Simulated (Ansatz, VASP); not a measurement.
# AlAs3: VASP beside Ansatz

File INCAR:

```
SYSTEM = AlAs3
PREC = Accurate
ENCUT = 600
EDIFF = 1E-6
ISMEAR = 0
SIGMA = 0.1
LREAL = .FALSE.
LASPH = .TRUE.
NELM = 100
ALGO = Normal
ISIF = 3
LWAVE = .FALSE.
LCHARG = .FALSE.
GGA = PE
IBRION = 2
NSW = 100
EDIFFG = -0.01
```

The input KPOINTS:

```
regular mesh
0
G
  12 12 12
  0 0 0
```

POSCAR

```
AlAs3
1.0
    4.2048512900      0.0000000000      0.0000000000
    0.0000000000      4.2048512900      0.0000000000
    0.0000000000      0.0000000000      4.2048512900
Al As
1 3
Direct
    0.0000000000      0.0000000000      0.0000000000
    0.5000000000      0.0000000000      0.5000000000
    0.0000000000      0.5000000000      0.5000000000
    0.5000000000      0.5000000000      0.0000000000
```

Input for Ansatz:

```yaml
crystal:
  lattice:
    - [4.20485129, 0.0, 0.0]
    - [0.0, 4.20485129, 0.0]
    - [0.0, 0.0, 4.20485129]
  atoms:
    - { symbol: Al, position: [0.0, 0.0, 0.0] }
    - { symbol: As, position: [0.5, 0.0, 0.5] }
    - { symbol: As, position: [0.0, 0.5, 0.5] }
    - { symbol: As, position: [0.5, 0.5, 0.0] }
basis:
  ecutwfc: 420
kpoints:
  mp_grid: { grid: [12, 12, 12] }
hamiltonian:
  xc: pbe
scf:
  occupations: { method: gaussian, width: 0.1 }
output:
  forces: true
  stress: true
  eigenvalues: true
relax:
  adjacent_minimum: "off"
  f_tol: 0.01
  max_steps: 80
  cell: { stress_tol: 0.05 }
```

Change from the starting cell: species swapped into the GaAg3 type (Pm-3m, No. 221).

Alike in both runs: task relaxation of cell and atoms; functional PBE; k mesh 12 × 12 × 12; occupations gaussian, width 0.1 eV; no spin polarisation.

|  | VASP | Ansatz |
| --- | --- | --- |
| version | VASP 6.6.1 | Ansatz 0.2.0 |
| potentials or method | VASP PAW PBE potentials, release 64 (Al, As), cutoff 600 eV | scalar-relativistic, plane waves, PAW |
| valence electrons in the cell | 18 | 48 |

Ansatz gave:

```
gap on the k mesh at the Fermi level, each at its own relaxed structure (eV) : none
relaxed volume (Å³/atom)                                                     : 18.98
relaxed cell length with the largest relative difference (Å)                 : 4.234
```

Problem. Estimate VASP's values.

Solution. gap on the k mesh at the Fermi level, each at its own relaxed structure (eV): none; relaxed volume (Å³/atom): 18.99; relaxed cell length with the largest relative difference (Å): 4.235.

A gap of «none» marks a metal or a gap that the smearing closes. VASP's potentials hold 18 valence electrons a cell and Ansatz's 48, so a difference there can come from the potentials and not from the codes.
